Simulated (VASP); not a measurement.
Runs of VASP 6.6.1 on Sb. The structure is trigonal, space group R-3m (No. 166). Conventional cell: a = 4.308 Å, b = 4.308 Å, c = 11.274 Å, α = 90.00°, β = 90.00°, γ = 120.00°. Sb (site symmetry 3m) has 6 Sb at 2.91 to 3.35 Å within 3.8 Å. 

| level | potentials or basis | gap on the mesh (eV) | pressure (GPa) | largest force (eV/Å) |
| --- | --- | --- | --- | --- |
| PBEsol | VASP PAW PBE potentials, release 64 (Sb) | 0.08 | 0.2 | 0.19 |
| LDA | VASP PAW LDA potentials, release 64 (Sb) | 0.10 | -0.9 | 0.11 |
| PBE | VASP PAW PBE potentials, release 64 (Sb) | 0.08 | (c) | 0.24 |
| BLYP | VASP PAW PBE potentials, release 64 (Sb) | (a) | (b) | 0.24 |

Alike in all rows: task single point; no spin polarisation; cell as given; k mesh 9 × 9 × 9; cutoff (eV) 520; smearing fermi-dirac 0.1 eV.

Estimate the missing entries.

(a) 0.14; (b) 7.2; (c) 2.8.

Caveats: spin-orbit coupling is left out, which moves the levels of the heavy elements; the PAW data sets were made with another functional, which shifts forces and pressure a little (some runs).

A k mesh can miss the band edges, and the runs leave out spin-orbit coupling on Sb.
